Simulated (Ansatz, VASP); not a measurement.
Mn: VASP beside Ansatz

INCAR

```
PREC = Accurate
ENCUT = 520
EDIFF = 1E-7
ISMEAR = -1
SIGMA = 0.05
LREAL = False
LASPH = True
NELM = 150
ALGO = Normal
ISIF = 2
LWAVE = False
LCHARG = False
ISPIN = 2
MAGMOM = 2.622 -2.622
LORBIT = 11
LMAXMIX = 4
GGA = RP
NBANDS = 24
```

File KPOINTS:

```
Automatic mesh
0
Gamma
  12 12 12
```

The input POSCAR:

```
Mn
1.0
    0.0000000000      2.6531206492      2.6531206492
    2.6531206492      0.0000000000      2.6531206492
    2.6531206492      2.6531206492      0.0000000000
Mn
2
Direct
    0.1250000000      0.1250000000      0.1250000000
    0.8750000000      0.8750000000      0.8750000000
```

Input for Ansatz:

```yaml
crystal:
  lattice:
    - [0.0, 2.6531206492, 2.6531206492]
    - [2.6531206492, 0.0, 2.6531206492]
    - [2.6531206492, 2.6531206492, 0.0]
  atoms:
    - { symbol: Mn, position: [0.125, 0.125, 0.125], spin: 2.622 }
    - { symbol: Mn, position: [0.875, 0.875, 0.875], spin: -2.622 }
hamiltonian:
  xc: rpbe
  pseudopotentials:
    kind: paw
    azcp:
      Mn: "pseudopotentials/Mn.paw.azcp"
basis:
  ecutwfc: 420
  fft_grid_basis: typed
kpoints:
  mp_grid: { grid: [12, 12, 12], shift: [0, 0, 0] }
magnetization:
  spin_polarized: true
scf:
  occupations: { method: fermi_dirac, width: 0.05 }
  lower_state_search: "off"
output:
  stress: true
```

Alike in both runs: task single point; functional RPBE; k mesh 12 × 12 × 12; occupations fermi-dirac, width 0.05 eV; collinear spin.

|  | VASP | Ansatz |
| --- | --- | --- |
| version | VASP 6.6.1 | Ansatz 0.2.0 |
| potentials or method | VASP PAW PBE potentials, release 64 (Mn_pv), cutoff 520 eV | plane waves (420 eV) with PAW, scalar-relativistic |
| valence electrons in the cell | 26 | 30 |

```csv
,VASP,Ansatz,Ansatz less VASP
pressure (GPa),0.3,0.0,-0.31
net moment per atom (μB),0.00,0.00,0.000
size of the moment on the site where the two differ most (μB),2.80,2.62,-0.181
```

VASP's potentials were made for PBE, not for RPBE. Site moments also hang on the region over which each program counts them. VASP's potentials hold 26 valence electrons a cell and Ansatz's 30, so a difference there can come from the potentials and not from the codes.
